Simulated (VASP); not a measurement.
KLuS2, 4 atoms in the cell. The structure is trigonal, space group R-3m (No. 166). Conventional cell: a = 3.868 Å, b = 3.868 Å, c = 21.425 Å, α = 90.00°, β = 90.00°, γ = 120.00°. Within 4.1 Å of K (site symmetry -3m) lie 6 S at 3.09 Å and 6 K at 3.87 Å. Lu (site symmetry -3m) has 6 S at 2.66 Å within 3.5 Å. S (site symmetry 3m) has 3 Lu at 2.66 Å and 3 K at 3.09 Å within 3.5 Å.  This cell differs from its parent crystal: volume scaled by 0.94.

| Quantity | Value |
| --- | --- |
| Program | VASP 6.6.1 |
| Task | electric field gradients |
| Functional | LDA |
| Potentials or basis | VASP PAW PBE potentials, release 64 (K_sv, Lu, S) |
| Cutoff | 520 eV |
| k mesh | 7 × 7 × 7 |
| Occupations | fermi-dirac, width 0.01 eV |
| Spin | no spin polarisation |
| Dipole correction | no |
| Further INCAR settings | ALGO = Normal; EDIFF = 1e-08; NBANDS = 31 |

Potentials or basis: VASP PAW PBE potentials, release 64 (K_sv, Lu, S).

Launch:

```bash
$ cat potpaw_PBE.64/K_sv/POTCAR potpaw_PBE.64/Lu/POTCAR potpaw_PBE.64/S/POTCAR > POTCAR
$ mpirun -np 1 vasp_std > vasp.out
```

Hardware: 1 thread of Intel(R) Xeon(R) Platinum 8488C (Sapphire Rapids), on a shared host.

Task: Estimate the wall time of this run.

Result: Wall time 12 min on 1 thread of Intel(R) Xeon(R) Platinum 8488C (Sapphire Rapids), with other jobs on the host, peak memory 0.41 GiB. Counts: scf iterations 16, k points 44.
